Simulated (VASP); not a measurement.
# AlNi3 (Fm-3m) in VASP: a series of runs

AlNi3 is run at these levels: LDA; tasks: single point.

Program: VASP 6.6.1. These are calculated values, not measurements. Logs are shortened: lines on timing, memory, paths and dates and some standing lists are left out, and cuts for length are marked.

## (1) The cell of the first run

It takes space group Fm-3m (No. 225, cubic). Conventional cell: a = 5.528 Å, b = 5.528 Å, c = 5.528 Å, α = 90.00°, β = 90.00°, γ = 90.00°. Within 3.2 Å of Ni (site symmetry -43m) lie 10 Ni at 2.39 to 2.76 Å and 4 Al at 2.39 Å. Within 3.2 Å of Ni (site symmetry m-3m) lie 8 Ni at 2.39 Å and 6 Al at 2.76 Å. Al (site symmetry m-3m) has 14 Ni at 2.39 to 2.76 Å within 3.2 Å.

## (2) Single point, LDA, collinear spin, ferromagnetic start

INCAR

```
SYSTEM = AlNi3
PREC = Accurate
ENCUT = 520
EDIFF = 1E-6
ISMEAR = -1
SIGMA = 0.05
LREAL = .False.
LASPH = .True.
NELM = 150
ALGO = Fast
ISIF = 2
LWAVE = .False.
LCHARG = .True.
ISPIN = 2
MAGMOM = 1 1 1 0
LORBIT = 11
LMAXMIX = 4
LELF = .True.
LVHAR = .True.
NBANDS = 28
```

KPOINTS

```
regular mesh
0
Gamma
  8 8 8
  0 0 0
```

POSCAR

```
AlNi3
1.0
    0.0000000000      2.7640207515      2.7640207515
    2.7640207515      0.0000000000      2.7640207515
    2.7640207515      2.7640207515      0.0000000000
Ni Al
3 1
Direct
    0.7500000000      0.7500000000      0.7500000000
    0.0000000000      0.0000000000      0.0000000000
    0.2500000000      0.2500000000      0.2500000000
    0.5000000000      0.5000000000      0.5000000000
```

Potentials or basis: VASP PAW LDA potentials, release 64 (Ni, Al).

Command:

```
$ cat potpaw_LDA.64/Ni/POTCAR potpaw_LDA.64/Al/POTCAR > POTCAR
$ mpirun -np 1 vasp_std > vasp.out
```

OUTCAR:

```text
SYSTEM = AlNi3
   PREC = Accurate
   ENCUT = 520
   EDIFF = 1E-6
   ISMEAR = -1
   LREAL = .False.
   LASPH = .True.
   NELM = 150
   ISIF = 2
   ISPIN = 2
   LORBIT = 11

 ion  position               nearest neighbor table
   1  0.750  0.750  0.750-   4 2.39   4 2.39   4 2.39   2 2.39   4 2.39   2 2.39   2 2.39   2 2.39
                             3 2.76   3 2.76   3 2.76   3 2.76   3 2.76   3 2.76
   2  0.000  0.000  0.000-   1 2.39   1 2.39   1 2.39   1 2.39   3 2.39   3 2.39   3 2.39   3 2.39
                             4 2.76   4 2.76   4 2.76   4 2.76   4 2.76   4 2.76
   3  0.250  0.250  0.250-   2 2.39   2 2.39   2 2.39   2 2.39   4 2.39   4 2.39   4 2.39   4 2.39
                             1 2.76   1 2.76   1 2.76   1 2.76   1 2.76   1 2.76
   4  0.500  0.500  0.500-   3 2.39   3 2.39   3 2.39   1 2.39   3 2.39   1 2.39   1 2.39   1 2.39
                             2 2.76   2 2.76   2 2.76   2 2.76   2 2.76   2 2.76

  LATTYP: Found a face centered cubic cell.
 ALAT       =     5.5280415030

  Lattice vectors:

 A1 = (   0.0000000000,   2.7640207515,   2.7640207515)
 A2 = (   2.7640207515,   0.0000000000,   2.7640207515)
 A3 = (   2.7640207515,   2.7640207515,   0.0000000000)

Analysis of symmetry for initial positions (statically):
=====================================================================
 Subroutine PRICEL returns:
 Original cell was already a primitive cell.

 Routine SETGRP: Setting up the symmetry group for a
 face centered cubic supercell.

 Subroutine GETGRP returns: Found 48 space group operations
 (whereof 48 operations were pure point group operations)
 out of a pool of 48 trial point group operations.

The static configuration has the point symmetry O_h .

Analysis of symmetry for dynamics (positions and initial velocities):
=====================================================================
 Subroutine PRICEL returns:
 Original cell was already a primitive cell.

 Routine SETGRP: Setting up the symmetry group for a
 face centered cubic supercell.

 Subroutine GETGRP returns: Found 48 space group operations
 (whereof 48 operations were pure point group operations)
 out of a pool of 48 trial point group operations.

The dynamic configuration has the point symmetry O_h .

Analysis of structural, dynamic, and magnetic symmetry:
=====================================================================
 Subroutine PRICEL returns:
 Original cell was already a primitive cell.

 Routine SETGRP: Setting up the symmetry group for a
 face centered cubic supercell.

 Subroutine GETGRP returns: Found 48 space group operations
 (whereof 48 operations were pure point group operations)
 out of a pool of 48 trial point group operations.

The overall configuration has the point symmetry O_h .

 Subroutine INISYM returns: Found 48 space group operations
 (whereof 48 operations are pure point group operations),
 and found     1 'primitive' translations

----------------------------------------------------------------------------------------

                                     Primitive cell

  volume of cell :      42.2332

  direct lattice vectors                    reciprocal lattice vectors
     0.000000000  2.764020751  2.764020751    -0.180895892  0.180895892  0.180895892
     2.764020751  0.000000000  2.764020751     0.180895892 -0.180895892  0.180895892
     2.764020751  2.764020751  0.000000000     0.180895892  0.180895892 -0.180895892

  length of vectors
     3.908915633  3.908915633  3.908915633     0.313320876  0.313320876  0.313320876

  position of ions in fractional coordinates (direct lattice)
     0.750000000  0.750000000  0.750000000
     0.000000000  0.000000000  0.000000000
     0.250000000  0.250000000  0.250000000
     0.500000000  0.500000000  0.500000000

  ion indices of the primitive-cell ions
   primitive index   ion index
                 1           1
                 2           2
                 3           3
                 4           4

----------------------------------------------------------------------------------------

 KPOINTS: regular mesh

Automatic generation of k-mesh.
 Grid dimensions read from file:
 generate k-points for:    8    8    8

 Generating k-lattice:

  Cartesian coordinates                     Fractional coordinates (reciprocal lattice)
    -0.022611987  0.022611987  0.022611987     0.125000000  0.000000000  0.000000000
     0.022611987 -0.022611987  0.022611987     0.000000000  0.125000000  0.000000000
     0.022611987  0.022611987 -0.022611987     0.000000000  0.000000000  0.125000000

  Length of vectors
     0.039165110  0.039165110  0.039165110

  Shift w.r.t. Gamma in fractional coordinates (k-lattice)
     0.000000000  0.000000000  0.000000000

 Subroutine IBZKPT returns following result:
 ===========================================

 Found     29 irreducible k-points:

 Following reciprocal coordinates:
            Coordinates               Weight
  0.000000  0.000000  0.000000      1.000000
  0.125000  0.000000  0.000000      8.000000
  0.250000  0.000000  0.000000      8.000000
  0.375000  0.000000  0.000000      8.000000
  0.500000  0.000000  0.000000      4.000000
  0.125000  0.125000  0.000000      6.000000
[... 16 lines left out ...]
  0.500000  0.250000  0.125000     48.000000
 -0.375000  0.250000  0.125000     24.000000
 [... further k-points ...]
   k-points           NKPTS =     29   k-points in BZ     NKDIM =     29   number of bands    NBANDS=     28
   number of dos      NEDOS =    301   number of ions     NIONS =      4
   total plane-waves  NPLWV =  27000
   dimension x,y,z NGX =    30 NGY =   30 NGZ =   30
   dimension x,y,z NGXF=    60 NGYF=   60 NGZF=   60
   ions per type =               3   1
   NGX,Y,Z   is equivalent  to a cutoff of  12.76, 12.76, 12.76 a.u.
   NGXF,Y,Z  is equivalent  to a cutoff of  25.52, 25.52, 25.52 a.u.
 SYSTEM =  AlNi3
   PREC   = accura    normal or accurate (medium, high low for compatibility)
   ISTART =      0    job   : 0-new  1-cont  2-samecut
   ICHARG =      2    charge: 1-file 2-atom 10-const
   ISPIN  =      2    spin polarized calculation?
   LNONCOLLINEAR =      F non collinear calculations
   LSORBIT =      F    spin-orbit coupling
   LASPH  =      T    aspherical Exc in radial PAW
   ENCUT  =  520.0 eV  38.22 Ry    6.18 a.u.   7.27  7.27  7.27*2*pi/ulx,y,z
   NELM   =    150;   NELMIN=  2; NELMDL= -5     # of ELM steps
   EDIFF  = 0.1E-05   stopping-criterion for ELM
   LREAL  =      F    real-space projection
   EDIFFG = 0.1E-04   stopping-criterion for IOM
   NSW    =      0    number of steps for IOM
   IBRION =     -1    ionic relax: 0-MD 1-quasi-New 2-CG
   NFREE  =      0    steps in history (QN), initial steepest desc. (CG)
   ISIF   =      2    stress and relaxation
   ISYM   =      2    0-nonsym 1-usesym 2-fastsym
   POTIM  = 0.5000    time-step for ionic-motion
   TEBEG  =    0.0;   TEEND  =   0.0 temperature during run
   PSTRESS=    0.0 pullay stress
   NELECT =      33.0000    total number of electrons
   NUPDOWN=      -1.0000    fix difference up-down
   EMIN   =  10.00;   EMAX   =-10.00  energy-range for DOS
   EFERMI =   0.00;   METHOD = LEGACY
   ISMEAR =    -1;   SIGMA  =   0.05  broadening in eV -4-tet -1-fermi 0-gaus
   EFERMI_NEDOS =   21; number of points for ismear=-14 and -15
   IALGO  =     68    algorithm
   IMIX   =      4    mixing-type and parameters
     AMIX     =   0.40;   BMIX     =  1.00
     AMIX_MAG =   1.60;   BMIX_MAG =  1.00
  volume/ion in A,a.u.               =      10.56        71.25
  Fermi-wavevector in a.u.,A,eV,Ry     =   1.507862  2.849445 30.934845  2.273647
  Thomas-Fermi vector in A             =   2.618392
   LORBIT       =     11    0 simple, 1 ext, 2 COOP (PROOUT), +10 PAW based schemes
   GGA     = CA    functional components
   LHFCALC =     F    Hartree Fock is set to
   AEXX    =    0.0000 exact exchange contribution
   IVDW    =     0    specifies the selected vdW correction
   LEPSILON=     F    determine dielectric tensor
   LRPA    =     F    only Hartree local field effects (RPA)
 spin polarized calculation
 RMM-DIIS sequential band-by-band and
  energy-cutoff  :      520.00
  volume of cell :       42.23
 maximum number of plane-waves:      1158
 NGX is ok and might be reduce to    30
   NGX = 15   NGY = 15   NGZ = 15

 number of electron      33.0000031 magnetization      -0.0008037

 number of electron      33.0000031 magnetization       0.0002701

 Free energy of the ion-electron system (eV)
  ---------------------------------------------------
  ext. energy  EPLUGINS =         0.00000000
  ---------------------------------------------------
  free energy    TOTEN  =       -25.63041133 eV

  energy without entropy =      -25.61286109  energy(sigma->0) =      -25.62163621

 E-fermi :  10.2452     XC(G=0): -13.3422

 val. band max:       10.2214808409   @ k =   0.5000   0.5000   0.0000
 cond. band min:      10.2473632667   @ k =  -0.3750   0.5000   0.1250
 fundamental gap:      0.0258824258
 Fermi energy:        10.2452024772

 spin component 1

 k-point     1 :       0.0000    0.0000    0.0000
  band No.  band energies     occupation
      1      -0.1867      1.00000
      2       6.4213      1.00000
      3       6.4213      1.00000
      4       6.5829      1.00000
      5       6.5829      1.00000
      6       6.5829      1.00000
[... 20 lines left out ...]
     27      20.0022      0.00000
     28      22.5621      0.00000

 k-point     2 :       0.1250    0.0000    0.0000
  band No.  band energies     occupation
      1       0.0524      1.00000
      2       6.3679      1.00000
      3       6.3679      1.00000
      4       6.4584      1.00000
      5       6.7663      1.00000
      6       6.7663      1.00000
[... 674 lines left out ...]
 k-point    24 :      -0.3750    0.2500    0.1250
  band No.  band energies     occupation
      1       3.4159      1.00000
      2       4.1278      1.00000
      3       5.9676      1.00000
      4       6.7220      1.00000
      5       6.8556      1.00000
      6       7.4397      1.00000
[... 20 lines left out ...]
     27      25.8156      0.00000
     28      28.7009      0.00000

 [... further k-points ...]

 spin component 2

 k-point     1 :       0.0000    0.0000    0.0000
  band No.  band energies     occupation
      1      -0.1867      1.00000
      2       6.4213      1.00000
      3       6.4213      1.00000
      4       6.5829      1.00000
      5       6.5829      1.00000
      6       6.5829      1.00000
[... 20 lines left out ...]
     27      20.0021      0.00000
     28      22.5620      0.00000

 k-point     2 :       0.1250    0.0000    0.0000
  band No.  band energies     occupation
      1       0.0524      1.00000
      2       6.3679      1.00000
      3       6.3679      1.00000
      4       6.4584      1.00000
      5       6.7663      1.00000
      6       6.7663      1.00000
[... 674 lines left out ...]
 k-point    24 :      -0.3750    0.2500    0.1250
  band No.  band energies     occupation
      1       3.4159      1.00000
      2       4.1278      1.00000
      3       5.9677      1.00000
      4       6.7221      1.00000
      5       6.8556      1.00000
      6       7.4399      1.00000
[... 20 lines left out ...]
     27      25.8156      0.00000
     28      28.6163      0.00000

 [... further k-points ...]

------------------------ aborting loop because EDIFF is reached ----------------------------------------

  FORCE on cell =-STRESS in cart. coord.  units (eV):
  Direction    XX          YY          ZZ          XY          YZ          ZX
  --------------------------------------------------------------------------------------
  -------------------------------------------------------------------------------------
  Total        0.3063452      0.3063452      0.3063452     -0.0000000     -0.0000000     -0.0000000
  in kB       11.6216478     11.6216478     11.6216478     -0.0000000     -0.0000000     -0.0000000
  external PRESSURE =      11.6216478 kB  Pullay stress =       0.0000000 kB

 VOLUME and BASIS-vectors are now :
 -----------------------------------------------------------------------------
  energy-cutoff  :      520.00
  volume of cell :       42.23
      direct lattice vectors                 reciprocal lattice vectors
     0.000000000  2.764020751  2.764020751    -0.180895892  0.180895892  0.180895892
     2.764020751  0.000000000  2.764020751     0.180895892 -0.180895892  0.180895892
     2.764020751  2.764020751  0.000000000     0.180895892  0.180895892 -0.180895892

 POSITION                                       TOTAL-FORCE (eV/Angst)
 -----------------------------------------------------------------------------------
      4.14603      4.14603      4.14603         0.000000     -0.000000     -0.000000
      0.00000      0.00000      0.00000        -0.000000      0.000000     -0.000000
      1.38201      1.38201      1.38201         0.000000     -0.000000      0.000000
      2.76402      2.76402      2.76402        -0.000000      0.000000     -0.000000
 -----------------------------------------------------------------------------------
    total drift:                                0.000000     -0.000000      0.000000

  FREE ENERGIE OF THE ION-ELECTRON SYSTEM (eV)
  ---------------------------------------------------
  free  energy   TOTEN  =       -25.6304113326 eV

  energy  without entropy=      -25.6128610869  energy(sigma->0) =      -25.62163621

 total charge

# of ion       s       p       d       tot
------------------------------------------
    1        0.505   0.564   8.484   9.553
    2        0.511   0.544   8.446   9.501
    3        0.505   0.564   8.484   9.553
    4        0.415   0.438   0.000   0.853
--------------------------------------------------
tot          1.937   2.110  25.413  29.461

 magnetization (x)

# of ion       s       p       d       tot
------------------------------------------
    1       -0.000  -0.000  -0.000  -0.000
    2        0.000   0.000   0.000   0.000
    3       -0.000  -0.000  -0.000  -0.000
    4        0.000  -0.000   0.000  -0.000
--------------------------------------------------
tot         -0.000  -0.000   0.000   0.000
```

It took 42 s on 1 thread of Intel Xeon 6975P-C (Granite Rapids), shared host; peak memory 0.18 GiB.

Results:

| Quantity | Value |
| --- | --- |
| Free energy | -25.6304 eV |
| Pressure | 1.2 GPa |
| Net moment | 0.00 μB per cell |
| Valence electrons inside the program's atomic spheres | Ni 9.55, 9.50; Al 0.85 |

[end of part 1 of 2]
